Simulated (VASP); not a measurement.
# Ga3CuAg5Sn2Au (P1) in VASP: single point with PBE

Aim: the single point of Ga3CuAg5Sn2Au with PBE.

Program: VASP 6.6.1. These are calculated values, not measurements. Logs are shortened: lines on timing, memory, paths and dates and some standing lists are left out, and cuts for length are marked.

## 1. The cell of the first run

The typed cell holds 12 atoms: a = 6.104 Å, b = 6.023 Å, c = 7.205 Å, α = 87.02°, β = 91.79°, γ = 121.13°.

## 2. Single point, PBE

INCAR

```
SYSTEM = Ga3CuAg5Sn2Au
PREC = Accurate ; ENCUT = 520
EDIFF = 1E-7 ; ISMEAR = 0
SIGMA = 0.1 ; LREAL = .FALSE.
LASPH = .TRUE. ; NELM = 80
ALGO = Fast ; ISIF = 2
LWAVE = .FALSE. ; LCHARG = .FALSE.
GGA = PE ; NBANDS = 84
ISYM = 0
```

KPOINTS

```
regular mesh
0
G
  4 4 3
  0 0 0
```

POSCAR

```
Ga3CuAg5Sn2Au
1.0
   -4.2443317369     -4.3860983898      0.0281367827
   -0.0270618424      4.3863198928      4.1281292530
   -4.1405794592      4.2932801028     -4.0425060782
Cu Ga Ag Sn Au
1 3 5 2 1
Direct
    0.5287032285      0.9895062867      0.0213792594
    0.9361386694      0.9669325229     -0.0062890497
    0.6452382930      0.8273781792      0.3426606359
    0.1672623329      0.8410169110      0.2944807212
    0.8554032170      0.1802500929      0.6802472861
    0.6445158430      0.3022739786      0.3254064134
    0.4821269916      0.4980998683      0.0140554932
    0.9918292775      0.5269403353      0.9870912829
    0.3574407290      0.6808107278      0.6761139757
    0.3830245285      0.1765618234      0.7096770098
    0.1482945050      0.3322573176      0.3337891993
    0.8747268679      0.6958893267      0.6165822948
```

Potentials or basis: VASP PAW PBE potentials, release 64 (Cu, Ga_d, Ag, Sn_d, Au).

Run with:

```bash
cat potpaw_PBE.64/Cu/POTCAR potpaw_PBE.64/Ga_d/POTCAR potpaw_PBE.64/Ag/POTCAR potpaw_PBE.64/Sn_d/POTCAR potpaw_PBE.64/Au/POTCAR > POTCAR
mpirun -np 1 vasp_std > vasp.out
```

OUTCAR:

```text
SYSTEM = Ga3CuAg5Sn2Au
   PREC = Accurate
   ENCUT = 520
   EDIFF = 1E-7
   ISMEAR = 0
   LREAL = .FALSE.
   LASPH = .TRUE.
   NELM = 80
   ISIF = 2
   GGA = PE
   ISYM = 0

 ion  position               nearest neighbor table
   1  0.529  0.990  0.021-   2 2.57   3 2.68   4 2.75  10 2.78   6 2.79   7 2.83   5 3.00   8 3.00
                             9 3.01   8 3.02
   2  0.936  0.967  0.994-   1 2.57   5 2.70   7 2.75   4 2.83   8 2.84  10 3.12  11 3.15  12 3.16
                             8 3.21   7 3.22
   3  0.645  0.827  0.343-   1 2.68  12 2.70   9 2.84   6 2.86  11 2.96   7 2.97  11 3.00   5 3.10
                             6 3.17
   4  0.167  0.841  0.294-   1 2.75  12 2.79   8 2.80   6 2.81   2 2.83  11 3.00  11 3.05   6 3.17
                             9 3.24
   5  0.855  0.180  0.680-   2 2.70  10 2.89   8 2.92  11 2.93   9 2.97   9 2.99   1 3.00  12 3.04
                             6 3.05  12 3.06   3 3.10  10 3.23
   6  0.645  0.302  0.325-   1 2.79   4 2.81   3 2.86   7 2.86  12 2.98  11 2.98   8 3.05   5 3.05
                            10 3.10  11 3.13   4 3.17   3 3.17
   7  0.482  0.498  0.014-   2 2.75   1 2.83  10 2.84   9 2.86   6 2.86  11 2.90   3 2.97   8 3.04
                             8 3.09   2 3.22  12 3.53
   8  0.992  0.527  0.987-   4 2.80   2 2.84   5 2.92   9 2.97  12 3.00   1 3.00   1 3.02   7 3.04
                            11 3.04   6 3.05   7 3.09   2 3.21
   9  0.357  0.681  0.676-   3 2.84   7 2.86  10 2.93   8 2.97   5 2.97   5 2.99   1 3.01  12 3.01
                            11 3.11  10 3.12  12 3.15   4 3.24
  10  0.383  0.177  0.710-   1 2.78   7 2.84   5 2.89   9 2.93  12 3.04  12 3.07   6 3.10   9 3.12
                             2 3.12   5 3.23  11 3.34
  11  0.148  0.332  0.334-   7 2.90   5 2.93   3 2.96   6 2.98   3 3.00   4 3.00   8 3.04   4 3.05
                             9 3.11   6 3.13   2 3.15  10 3.34
  12  0.875  0.696  0.617-   3 2.70   4 2.79   6 2.98   8 3.00   9 3.01   5 3.04  10 3.04   5 3.06
                            10 3.07   9 3.15   2 3.16   7 3.53

IMPORTANT INFORMATION: All symmetrisations will be switched off!
NOSYMM: (Re-)initialisation of all symmetry stuff for point group C_1.

----------------------------------------------------------------------------------------

                                     Primitive cell

  volume of cell :     226.4410

  direct lattice vectors                    reciprocal lattice vectors
    -4.244331737 -4.386098390  0.028136783    -0.156574727 -0.075967885  0.079692816
    -0.027061842  4.386319893  4.128129253    -0.077768731  0.076285824  0.160673604
    -4.140579459  4.293280103 -4.042506078    -0.080505725  0.077372859 -0.082739837

  length of vectors
     6.103523790  6.023452969  7.205449860     0.191409795  0.194122409  0.138973421

  position of ions in fractional coordinates (direct lattice)
     0.528703228  0.989506287  0.021379259
[... 119 lines left out ...]
  volume/ion in A,a.u.               =      18.87       127.34
  Fermi-wavevector in a.u.,A,eV,Ry     =   1.407810  2.660375 26.965771  1.981928
  Thomas-Fermi vector in A             =   2.530031
   LORBIT       =      0    0 simple, 1 ext, 2 COOP (PROOUT), +10 PAW based schemes
   GGA     = PE    functional components
   LHFCALC =     F    Hartree Fock is set to
   AEXX    =    0.0000 exact exchange contribution
   IVDW    =     0    specifies the selected vdW correction
   LEPSILON=     F    determine dielectric tensor
   LRPA    =     F    only Hartree local field effects (RPA)
 non-spin polarized calculation
 RMM-DIIS sequential band-by-band and
 Gauss-broadening in eV      SIGMA  =   0.10
  energy-cutoff  :      520.00
  volume of cell :      226.44
 maximum number of plane-waves:      6112
 NGX is ok and might be reduce to    48
   NGX = 23   NGY = 23   NGZ = 27

 number of electron     144.0000004 magnetization

 Free energy of the ion-electron system (eV)
  ---------------------------------------------------
  ext. energy  EPLUGINS =         0.00000000
  ---------------------------------------------------
  free energy    TOTEN  =       -36.65726165 eV

  energy without entropy =      -36.63938669  energy(sigma->0) =      -36.64832417

 E-fermi :   7.7273     XC(G=0): -11.5064

 val. band max:        7.7166909043   @ k =   0.2500  -0.0000  -0.0000
 cond. band min:       7.7485193759   @ k =   0.0000  -0.2500   0.3333
 fundamental gap:      0.0318284716
 Fermi energy:         7.7272716980

 k-point     1 :       0.0000    0.0000    0.0000
  band No.  band energies     occupation
      1     -13.8771      2.00000
      2     -13.8650      2.00000
      3     -13.8484      2.00000
      4     -13.8430      2.00000
      5     -13.8375      2.00000
      6     -13.8094      2.00000
[... 2077 lines left out ...]
     83      12.4133      0.00000
     84      13.0513      0.00000

 [... further k-points ...]

------------------------ aborting loop because EDIFF is reached ----------------------------------------

  FORCE on cell =-STRESS in cart. coord.  units (eV):
  Direction    XX          YY          ZZ          XY          YZ          ZX
  --------------------------------------------------------------------------------------
  -------------------------------------------------------------------------------------
  Total       -0.0448645     -0.0146768      0.0382463     -0.0059405     -0.0858990      0.1248410
  in kB       -0.3174375     -0.1038454      0.2706103     -0.0420315     -0.6077759      0.8833092
  external PRESSURE =      -0.0502242 kB  Pullay stress =       0.0000000 kB

 VOLUME and BASIS-vectors are now :
 -----------------------------------------------------------------------------
  energy-cutoff  :      520.00
  volume of cell :      226.44
      direct lattice vectors                 reciprocal lattice vectors
    -4.244331737 -4.386098390  0.028136783    -0.156574727 -0.075967885  0.079692816
    -0.027061842  4.386319893  4.128129253    -0.077768731  0.076285824  0.160673604
    -4.140579459  4.293280103 -4.042506078    -0.080505725  0.077372859 -0.082739837

 POSITION                                       TOTAL-FORCE (eV/Angst)
 -----------------------------------------------------------------------------------
     -2.35929      2.11313      4.01326        -0.002614      0.014982      0.003368
     -8.11399      4.40156      0.00088        -0.013382     -0.001517     -0.007978
     -4.17981      2.27020      2.04847         0.003763     -0.023607     -0.002882
     -1.95200      4.21963      2.28609         0.009814      0.011862     -0.010827
     -6.45211     -0.04076     -1.98174         0.011201      0.005235      0.007825
     -4.09109     -0.10398     -0.04950        -0.009837      0.002450      0.009478
     -2.11798      0.13051      2.01297        -0.007210      0.006866      0.010819
     -8.31104      2.19893     -1.78714         0.001247     -0.009788      0.005190
     -4.33502      4.32123      0.08734        -0.003601      0.001309     -0.009369
     -4.56894      2.14132     -2.12923         0.013335     -0.016938      0.004470
     -2.02048      2.24000      0.02643         0.010771      0.000803      0.011017
     -6.28447      1.86292      0.40480        -0.013486      0.008343     -0.021110
 -----------------------------------------------------------------------------------
    total drift:                               -0.000937     -0.000622      0.000071

  FREE ENERGIE OF THE ION-ELECTRON SYSTEM (eV)
  ---------------------------------------------------
  free  energy   TOTEN  =       -36.6572616502 eV

  energy  without entropy=      -36.6393866876  energy(sigma->0) =      -36.64832417
```

stdout:

```text
POSCAR found type information on POSCAR CuGaAgSnAu
 POSCAR found :  5 types and      12 ions
 scaLAPACK will be used
 LDA part: xc-table for (Slater+PW92), standard interpolation
 POSCAR, INCAR and KPOINTS ok, starting setup
 FFT: planning ... GRIDC
 FFT: planning ... GRID_SOFT
 FFT: planning ... GRID
 WAVECAR not read
 entering main loop
```

Run time: 14 min. Hardware: 1 thread of Intel Xeon Platinum 8488C (Sapphire Rapids), shared host; peak memory 0.65 GiB.

Results:

| Item | Value |
| --- | --- |
| Free energy | -36.6573 eV |
| Pressure | 0.0 GPa |
| Largest force | 0.026 eV/Å |
| Band gap on the k mesh | zero (bands 72 and 73 overlap by 1.24 eV) |

Forces on the atoms (eV/Å):
```
Cu  -0.003  0.015  0.003
Ga  -0.013 -0.002 -0.008
Ga   0.004 -0.024 -0.003
Ga   0.010  0.012 -0.011
Ag   0.011  0.005  0.008
Ag  -0.010  0.002  0.009
Ag  -0.007  0.007  0.011
Ag   0.001 -0.010  0.005
Ag  -0.004  0.001 -0.009
Sn   0.013 -0.017  0.004
Sn   0.011  0.001  0.011
Au  -0.013  0.008 -0.021
```

Stress tensor (GPa, compression positive):
```
-0.03  0.00  0.09
 0.00 -0.01 -0.06
 0.09 -0.06  0.03
```

Levels at points of the mesh, in eV from the Fermi level:
| k point | band 68 | band 69 | band 70 | band 71 | band 72 | band 73 | band 74 | band 75 | band 76 | band 77 |
| --- | --- | --- | --- | --- | --- | --- | --- | --- | --- | --- |
| (0.00, 0.00, 0.00) | -2.04 | -1.74 | -1.57 | -0.95 | -0.54 | -0.24 | -0.15 | -0.09 | 0.60 | 1.07 |
| (0.50, 0.00, 0.00) | -2.35 | -1.28 | -1.03 | -0.78 | -0.22 | 0.99 | 1.06 | 1.46 | 1.57 | 2.74 |
| (0.00, 0.50, 0.00) | -2.29 | -1.35 | -1.08 | -1.01 | -0.52 | 0.65 | 1.23 | 1.30 | 2.07 | 3.14 |
| (0.50, 0.50, 0.00) | -2.38 | -1.75 | -0.96 | -0.53 | -0.47 | 0.85 | 1.09 | 1.50 | 1.56 | 2.94 |

Caveat: spin-orbit coupling is left out, which moves the levels of the heavy elements.
